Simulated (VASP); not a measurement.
# Si3N4 (Fd-3m) in VASP: a series of runs

Si3N4 is run at these levels: PBEsol; tasks: single point, relaxation of cell and atoms.

Everything below comes from runs of VASP 6.6.1. Logs are shortened: lines on timing, memory, paths and dates and some standing lists are left out, and cuts for length are marked.

### 1 The cell of the first run

It takes space group Fd-3m (No. 227, cubic). Conventional cell: a = 7.744 Å, b = 7.744 Å, c = 7.744 Å, α = 90.00°, β = 90.00°, γ = 90.00°. Within 2.5 Å of Si (site symmetry -3m) lie 6 N at 1.88 Å. Si (site symmetry -43m) has 4 N at 1.78 Å within 2.4 Å. Within 2.4 Å of N (site symmetry 3m) lie 4 Si at 1.78 to 1.88 Å.

### 2 Single point, PBEsol

INCAR

```
SYSTEM = Si3N4
PREC = Accurate
ENCUT = 520
EDIFF = 1E-6
ISMEAR = 0
SIGMA = 0.02
LREAL = .FALSE.
LASPH = .TRUE.
NELM = 60
ALGO = Normal
ISIF = 2
LWAVE = .FALSE.
LCHARG = .TRUE.
GGA = PS
LELF = .TRUE.
LVHAR = .TRUE.
NBANDS = 45
```

KPOINTS

```
Automatic mesh
0
G
  6 6 6
  0 0 0
```

POSCAR

```
Si3N4
1.0
    0.0000000000      3.8719875433      3.8719875433
    3.8719875433      0.0000000000      3.8719875433
    3.8719875433      3.8719875433      0.0000000000
Si N
6 8
Direct
    0.1250000000      0.1250000000      0.6250000000
    0.1250000000      0.6250000000      0.1250000000
    0.6250000000      0.1250000000      0.1250000000
    0.1250000000      0.1250000000      0.1250000000
    0.7500000000      0.7500000000      0.7500000000
    0.5000000000      0.5000000000      0.5000000000
    0.3675495651      0.3675495651      0.3675495651
    0.3526486952      0.8824504349      0.8824504349
    0.8824504349      0.8824504349      0.3526486952
    0.8824504349      0.3526486952      0.8824504349
    0.3675495651      0.3675495651      0.8973513048
    0.3675495651      0.8973513048      0.3675495651
    0.8824504349      0.8824504349      0.8824504349
    0.8973513048      0.3675495651      0.3675495651
```

Potentials or basis: VASP PAW PBE potentials, release 64 (Si, N).

Run with:

```bash
> cat potpaw_PBE.64/Si/POTCAR potpaw_PBE.64/N/POTCAR > POTCAR
> mpirun -np 1 vasp_std > vasp.out
```

OUTCAR:

```text
SYSTEM = Si3N4
   PREC = Accurate
   ENCUT = 520
   EDIFF = 1E-6
   ISMEAR = 0
   LREAL = .FALSE.
   LASPH = .TRUE.
   NELM = 60
   ISIF = 2
   GGA = PS

 ion  position               nearest neighbor table
   1  0.125  0.125  0.625-   8 1.88  10 1.88  12 1.88  14 1.88  13 1.88   7 1.88   4 2.74   2 2.74
                             3 2.74   4 2.74   2 2.74   3 2.74
   2  0.125  0.625  0.125-   9 1.88  11 1.88   8 1.88  14 1.88  13 1.88   7 1.88   4 2.74   1 2.74
                             1 2.74   3 2.74   4 2.74   3 2.74
   3  0.625  0.125  0.125-   9 1.88  11 1.88  10 1.88  12 1.88   7 1.88  13 1.88   4 2.74   1 2.74
                             2 2.74   1 2.74   2 2.74   4 2.74
   4  0.125  0.125  0.125-   8 1.88   9 1.88  10 1.88  11 1.88  12 1.88  14 1.88   1 2.74   2 2.74
                             3 2.74   1 2.74   2 2.74   3 2.74
   5  0.750  0.750  0.750-  13 1.78   9 1.78  10 1.78   8 1.78
   6  0.500  0.500  0.500-   7 1.78  11 1.78  12 1.78  14 1.78
   7  0.368  0.368  0.368-   6 1.78   2 1.88   3 1.88   1 1.88
   8  0.353  0.882  0.882-   5 1.78   1 1.88   2 1.88   4 1.88
   9  0.882  0.882  0.353-   5 1.78   3 1.88   2 1.88   4 1.88
  10  0.882  0.353  0.882-   5 1.78   1 1.88   3 1.88   4 1.88
  11  0.368  0.368  0.897-   6 1.78   3 1.88   2 1.88   4 1.88
  12  0.368  0.897  0.368-   6 1.78   1 1.88   3 1.88   4 1.88
  13  0.882  0.882  0.882-   5 1.78   2 1.88   3 1.88   1 1.88
  14  0.897  0.368  0.368-   6 1.78   1 1.88   2 1.88   4 1.88

  LATTYP: Found a face centered cubic cell.
 ALAT       =     7.7439750866

  Lattice vectors:

 A1 = (   0.0000000000,   3.8719875433,   3.8719875433)
 A2 = (   3.8719875433,   0.0000000000,   3.8719875433)
 A3 = (   3.8719875433,   3.8719875433,   0.0000000000)

Analysis of symmetry for initial positions (statically):
=====================================================================
 Subroutine PRICEL returns:
 Original cell was already a primitive cell.

 Routine SETGRP: Setting up the symmetry group for a
 face centered cubic supercell.

 Subroutine GETGRP returns: Found 48 space group operations
 (whereof 24 operations were pure point group operations)
 out of a pool of 48 trial point group operations.

The static configuration has the point symmetry T_d .
 The point group associated with its full space group is O_h .

Analysis of symmetry for dynamics (positions and initial velocities):
=====================================================================
 Subroutine PRICEL returns:
 Original cell was already a primitive cell.

 Routine SETGRP: Setting up the symmetry group for a
 face centered cubic supercell.

 Subroutine GETGRP returns: Found 48 space group operations
 (whereof 24 operations were pure point group operations)
 out of a pool of 48 trial point group operations.

The dynamic configuration has the point symmetry T_d .
 The point group associated with its full space group is O_h .

 Subroutine INISYM returns: Found 48 space group operations
 (whereof 24 operations are pure point group operations),
 and found     1 'primitive' translations

----------------------------------------------------------------------------------------

                                     Primitive cell

  volume of cell :     116.0999

  direct lattice vectors                    reciprocal lattice vectors
     0.000000000  3.871987543  3.871987543    -0.129132647  0.129132647  0.129132647
     3.871987543  0.000000000  3.871987543     0.129132647 -0.129132647  0.129132647
     3.871987543  3.871987543  0.000000000     0.129132647  0.129132647 -0.129132647

  length of vectors
     5.475817297  5.475817297  5.475817297     0.223664305  0.223664305  0.223664305

  position of ions in fractional coordinates (direct lattice)
     0.125000000  0.125000000  0.625000000
     0.125000000  0.625000000  0.125000000
     0.625000000  0.125000000  0.125000000
     0.125000000  0.125000000  0.125000000
     0.750000000  0.750000000  0.750000000
     0.500000000  0.500000000  0.500000000
     0.367549565  0.367549565  0.367549565
     0.352648695  0.882450435  0.882450435
     0.882450435  0.882450435  0.352648695
     0.882450435  0.352648695  0.882450435
     0.367549565  0.367549565  0.897351305
     0.367549565  0.897351305  0.367549565
     0.882450435  0.882450435  0.882450435
     0.897351305  0.367549565  0.367549565

  ion indices of the primitive-cell ions
   primitive index   ion index
                 1           1
                 2           2
                 3           3
                 4           4
                 5           5
                 6           6
                 7           7
                 8           8
                 9           9
                10          10
                11          11
                12          12
                13          13
                14          14

----------------------------------------------------------------------------------------

 KPOINTS: Automatic mesh

Automatic generation of k-mesh.
 Grid dimensions read from file:
 generate k-points for:    6    6    6

 Generating k-lattice:

  Cartesian coordinates                     Fractional coordinates (reciprocal lattice)
    -0.021522108  0.021522108  0.021522108     0.166666667  0.000000000  0.000000000
     0.021522108 -0.021522108  0.021522108     0.000000000  0.166666667  0.000000000
     0.021522108  0.021522108 -0.021522108     0.000000000  0.000000000  0.166666667

  Length of vectors
     0.037277384  0.037277384  0.037277384

  Shift w.r.t. Gamma in fractional coordinates (k-lattice)
     0.000000000  0.000000000  0.000000000

 Subroutine IBZKPT returns following result:
 ===========================================

 Found     16 irreducible k-points:

 Following reciprocal coordinates:
            Coordinates               Weight
  0.000000  0.000000  0.000000      1.000000
  0.166667  0.000000  0.000000      8.000000
  0.333333  0.000000  0.000000      8.000000
  0.500000  0.000000  0.000000      4.000000
  0.166667  0.166667  0.000000      6.000000
  0.333333  0.166667  0.000000     24.000000
[... 8 lines left out ...]
 -0.333333  0.333333  0.166667     24.000000
 -0.333333  0.500000  0.166667     12.000000
   k-points           NKPTS =     16   k-points in BZ     NKDIM =     16   number of bands    NBANDS=     45
   number of dos      NEDOS =    301   number of ions     NIONS =     14
   total plane-waves  NPLWV =  74088
   dimension x,y,z NGX =    42 NGY =   42 NGZ =   42
   dimension x,y,z NGXF=    84 NGYF=   84 NGZF=   84
   ions per type =               6   8
   NGX,Y,Z   is equivalent  to a cutoff of  12.75, 12.75, 12.75 a.u.
   NGXF,Y,Z  is equivalent  to a cutoff of  25.50, 25.50, 25.50 a.u.
 SYSTEM =  Si3N4
   PREC   = accura    normal or accurate (medium, high low for compatibility)
   ISTART =      0    job   : 0-new  1-cont  2-samecut
   ICHARG =      2    charge: 1-file 2-atom 10-const
   ISPIN  =      1    spin polarized calculation?
   LNONCOLLINEAR =      F non collinear calculations
   LSORBIT =      F    spin-orbit coupling
   LASPH  =      T    aspherical Exc in radial PAW
   ENCUT  =  520.0 eV  38.22 Ry    6.18 a.u.  10.18 10.18 10.18*2*pi/ulx,y,z
   NELM   =     60;   NELMIN=  2; NELMDL= -5     # of ELM steps
   EDIFF  = 0.1E-05   stopping-criterion for ELM
   LREAL  =      F    real-space projection
   EDIFFG = 0.1E-04   stopping-criterion for IOM
   NSW    =      0    number of steps for IOM
   IBRION =     -1    ionic relax: 0-MD 1-quasi-New 2-CG
   NFREE  =      0    steps in history (QN), initial steepest desc. (CG)
   ISIF   =      2    stress and relaxation
   ISYM   =      2    0-nonsym 1-usesym 2-fastsym
   POTIM  = 0.5000    time-step for ionic-motion
   TEBEG  =    0.0;   TEEND  =   0.0 temperature during run
   PSTRESS=    0.0 pullay stress
   NELECT =      64.0000    total number of electrons
   NUPDOWN=      -1.0000    fix difference up-down
   EMIN   =  10.00;   EMAX   =-10.00  energy-range for DOS
   EFERMI =   0.00;   METHOD = LEGACY
   ISMEAR =     0;   SIGMA  =   0.02  broadening in eV -4-tet -1-fermi 0-gaus
   EFERMI_NEDOS =   21; number of points for ismear=-14 and -15
   IALGO  =     38    algorithm
   IMIX   =      4    mixing-type and parameters
     AMIX     =   0.40;   BMIX     =  1.00
     AMIX_MAG =   1.60;   BMIX_MAG =  1.00
  volume/ion in A,a.u.               =       8.29        55.96
  Fermi-wavevector in a.u.,A,eV,Ry     =   1.342325  2.536626 24.515457  1.801835
  Thomas-Fermi vector in A             =   2.470488
   LORBIT       =      0    0 simple, 1 ext, 2 COOP (PROOUT), +10 PAW based schemes
   GGA     = PS    functional components
   LHFCALC =     F    Hartree Fock is set to
   AEXX    =    0.0000 exact exchange contribution
   IVDW    =     0    specifies the selected vdW correction
   LEPSILON=     F    determine dielectric tensor
   LRPA    =     F    only Hartree local field effects (RPA)
 non-spin polarized calculation
 Gauss-broadening in eV      SIGMA  =   0.02
  energy-cutoff  :      520.00
  volume of cell :      116.10
 maximum number of plane-waves:      3143
 NGX is ok and might be reduce to    42
   NGX = 21   NGY = 21   NGZ = 21

 number of electron      64.0000005 magnetization

 Free energy of the ion-electron system (eV)
  ---------------------------------------------------
  ext. energy  EPLUGINS =         0.00000000
  ---------------------------------------------------
  free energy    TOTEN  =      -119.29180452 eV

  energy without entropy =     -119.29180452  energy(sigma->0) =     -119.29180452

 E-fermi :   9.4068     XC(G=0): -12.4843

 val. band max:        9.2548434008   @ k =  -0.1667   0.1667   0.0000
 cond. band min:      12.5362656876   @ k =   0.0000   0.0000   0.0000
 fundamental gap:      3.2814222868
 Fermi energy:         9.4068439312

 k-point     1 :       0.0000    0.0000    0.0000
  band No.  band energies     occupation
      1      -9.6899      2.00000
      2      -6.3152      2.00000
      3      -5.3674      2.00000
      4      -5.3674      2.00000
      5      -5.3674      2.00000
      6      -4.3621      2.00000
[... 36 lines left out ...]
     43      17.0525      0.00000
     44      18.8355      0.00000

 k-point     2 :       0.1667    0.0000    0.0000
  band No.  band energies     occupation
      1      -9.5395      2.00000
      2      -6.5037      2.00000
      3      -5.7040      2.00000
      4      -5.3408      2.00000
      5      -5.3408      2.00000
      6      -4.4752      2.00000
[... 36 lines left out ...]
     43      17.4855      0.00000
     44      18.3443      0.00000

 k-point     3 :       0.3333    0.0000    0.0000
  band No.  band energies     occupation
      1      -9.1123      2.00000
      2      -7.2599      2.00000
      3      -5.8836      2.00000
      4      -5.2519      2.00000
      5      -5.2519      2.00000
      6      -4.7627      2.00000
[... 600 lines left out ...]
     43      19.2917      0.00000
     44      19.2933      0.00000

 k-point    16 :      -0.3333    0.5000    0.1667
  band No.  band energies     occupation
      1      -7.9507      2.00000
      2      -7.9507      2.00000
      3      -6.6068      2.00000
      4      -6.6068      2.00000
      5      -5.0768      2.00000
      6      -5.0768      2.00000
[... 36 lines left out ...]
     43      19.0400      0.00000
     44      19.0400      0.00000
 [bands above 44 left out]

------------------------ aborting loop because EDIFF is reached ----------------------------------------

  FORCE on cell =-STRESS in cart. coord.  units (eV):
  Direction    XX          YY          ZZ          XY          YZ          ZX
  --------------------------------------------------------------------------------------
  -------------------------------------------------------------------------------------
  Total        0.2319548      0.2319548      0.2319548     -0.0000000     -0.0000000      0.0000000
  in kB        3.2009742      3.2009742      3.2009742     -0.0000000     -0.0000000      0.0000000
  external PRESSURE =       3.2009742 kB  Pullay stress =       0.0000000 kB

 VOLUME and BASIS-vectors are now :
 -----------------------------------------------------------------------------
  energy-cutoff  :      520.00
  volume of cell :      116.10
      direct lattice vectors                 reciprocal lattice vectors
     0.000000000  3.871987543  3.871987543    -0.129132647  0.129132647  0.129132647
     3.871987543  0.000000000  3.871987543     0.129132647 -0.129132647  0.129132647
     3.871987543  3.871987543  0.000000000     0.129132647  0.129132647 -0.129132647

 POSITION                                       TOTAL-FORCE (eV/Angst)
 -----------------------------------------------------------------------------------
      2.90399      2.90399      0.96800         0.000000      0.000000      0.000000
      2.90399      0.96800      2.90399         0.000000      0.000000      0.000000
      0.96800      2.90399      2.90399         0.000000      0.000000      0.000000
      0.96800      0.96800      0.96800         0.000000      0.000000      0.000000
      5.80798      5.80798      5.80798         0.000000      0.000000      0.000000
      3.87199      3.87199      3.87199         0.000000      0.000000      0.000000
      2.84629      2.84629      2.84629         0.005105      0.005105      0.005105
      6.83367      4.78229      4.78229        -0.005105      0.005105      0.005105
      4.78229      4.78229      6.83367         0.005105      0.005105     -0.005105
      4.78229      6.83367      4.78229         0.005105     -0.005105      0.005105
      4.89768      4.89768      2.84629        -0.005105     -0.005105      0.005105
      4.89768      2.84629      4.89768        -0.005105      0.005105     -0.005105
      6.83367      6.83367      6.83367        -0.005105     -0.005105     -0.005105
      2.84629      4.89768      4.89768         0.005105     -0.005105     -0.005105
 -----------------------------------------------------------------------------------
    total drift:                                0.000000      0.000000      0.000000

  FREE ENERGIE OF THE ION-ELECTRON SYSTEM (eV)
  ---------------------------------------------------
  free  energy   TOTEN  =      -119.2918045212 eV

  energy  without entropy=     -119.2918045212  energy(sigma->0) =     -119.29180452
```

Run time: 46 s. Hardware: 1 thread of Intel Xeon Platinum 8481C at 2.70GHz (Sapphire Rapids), shared host; peak memory 0.26 GiB.

Results:

* Free energy: -119.2918 eV
* Pressure: 0.3 GPa
* Largest force: 0.009 eV/Å
* Band gap on the k mesh: 3.28 eV, indirect (least direct gap 3.32 eV)

Forces on the atoms (eV/Å):
```
Si   0.000  0.000  0.000
Si   0.000  0.000  0.000
Si   0.000  0.000  0.000
Si   0.000  0.000  0.000
Si   0.000  0.000  0.000
Si   0.000  0.000  0.000
N    0.005  0.005  0.005
N   -0.005  0.005  0.005
N    0.005  0.005 -0.005
N    0.005 -0.005  0.005
N   -0.005 -0.005  0.005
N   -0.005  0.005 -0.005
N   -0.005 -0.005 -0.005
N    0.005 -0.005 -0.005
```

Caveat: the PAW data sets were made with another functional, which shifts forces and pressure a little.

### 3 Relaxation of cell and atoms, PBEsol

This run uses another cell than the first one, of 8.44 Å³/atom, 1.018 times its volume.

INCAR

```
PREC = Accurate
ENCUT = 600
EDIFF = 1E-7
ISMEAR = 0
SIGMA = 0.02
LREAL = False
LASPH = True
NELM = 80
ALGO = Normal
ISIF = 3
LWAVE = False
LCHARG = False
GGA = PS
IBRION = 2
NSW = 70
EDIFFG = -0.005
```

KPOINTS

```
Automatic mesh
0
Gamma
  6 6 6
```

POSCAR

```
Si3N4
1.0
    0.0000000000      3.8946186227      3.8946186227
    3.8946186227      0.0000000000      3.8946186227
    3.8946186227      3.8946186227      0.0000000000
Si N
6 8
Direct
    0.1250000000      0.1250000000      0.6250000000
    0.1250000000      0.6250000000      0.1250000000
    0.6250000000      0.1250000000      0.1250000000
    0.1250000000      0.1250000000      0.1250000000
    0.7500000000      0.7500000000      0.7500000000
    0.5000000000      0.5000000000      0.5000000000
    0.3675422916      0.3675422916      0.3675422916
    0.3526268749      0.8824577084      0.8824577084
    0.8824577084      0.8824577084      0.3526268749
    0.8824577084      0.3526268749      0.8824577084
    0.3675422916      0.3675422916      0.8973731251
    0.3675422916      0.8973731251      0.3675422916
    0.8824577084      0.8824577084      0.8824577084
    0.8973731251      0.3675422916      0.3675422916
```

Potentials or basis: VASP PAW PBE potentials, release 64 (Si, N).

Run with:

```bash
> cat potpaw_PBE.64/Si/POTCAR potpaw_PBE.64/N/POTCAR > POTCAR
> mpirun -np 1 vasp_std > vasp.out
```

Run time: 6.2 min. Hardware: 1 thread of Intel Xeon Platinum 8375C at 2.90GHz (Ice Lake), shared host; peak memory 0.35 GiB.

The run converged. Its results:

- Free energy: -119.3098 eV
- Relaxed volume: 8.29 Å³/atom
- Relaxed cell: a = 5.476 Å, b = 5.476 Å, c = 5.476 Å, α = 60.00°, β = 60.00°, γ = 60.00°
- Space group after relaxing (to 0.05 Å): Fd-3m (No. 227)
- Energy gained by relaxing: 2.3 meV/atom
- Ionic steps: 6
- Pressure after relaxing: 0.1 GPa
- Band gap on the k mesh: 3.28 eV, indirect (least direct gap 3.32 eV)

Step by step:
```
step  energy change (eV)  largest force (eV/Å)  pressure (GPa)  volume (Å³)
   1              0.0000                0.0494           -5.11       118.15
   2              0.0270                0.2085            7.34       113.60
   3             -0.0320                0.0560           -0.06       116.19
   4             -0.0320                0.0582            0.04       116.15
   5             -0.0320                0.0541            0.12       116.09
   6             -0.0323                0.0017            0.08       116.12
```

Final structure:
```xyz
14
Lattice="0.0000 3.8722 3.8722 3.8722 0.0000 3.8722 3.8722 3.8722 0.0000" Properties=species:S:1:pos:R:3 pbc="T T T"
Si    2.9042    2.9042    0.9681
Si    2.9042    0.9681    2.9042
Si    0.9681    2.9042    2.9042
Si    0.9681    0.9681    0.9681
Si    5.8083    5.8083    5.8083
Si    3.8722    3.8722    3.8722
N     2.8465    2.8465    2.8465
N     6.8340    4.7826    4.7826
N     4.7826    4.7826    6.8340
N     4.7826    6.8340    4.7826
N     4.8979    4.8979    2.8465
N     4.8979    2.8465    4.8979
N     6.8340    6.8340    6.8340
N     2.8465    4.8979    4.8979
```

Levels at points of the mesh, in eV from the valence-band top:
| k point | band 29 | band 30 | band 31 | band 32 | band 33 | band 34 | band 35 | band 36 |
| --- | --- | --- | --- | --- | --- | --- | --- | --- |
| (0.00, 0.00, 0.00) | -0.18 | -0.04 | -0.04 | -0.04 | 3.28 | 3.28 | 3.28 | 4.89 |
| (0.50, 0.00, 0.00) | -0.48 | -0.48 | -0.36 | -0.36 | 4.86 | 5.66 | 5.66 | 6.30 |
| (0.50, 0.50, 0.00) | -1.13 | -1.13 | -0.46 | -0.46 | 6.58 | 6.58 | 6.91 | 6.91 |

Caveat: the PAW data sets were made with another functional, which shifts forces and pressure a little. A hybrid or GW would open this gap; PBEsol tends to underestimate it.
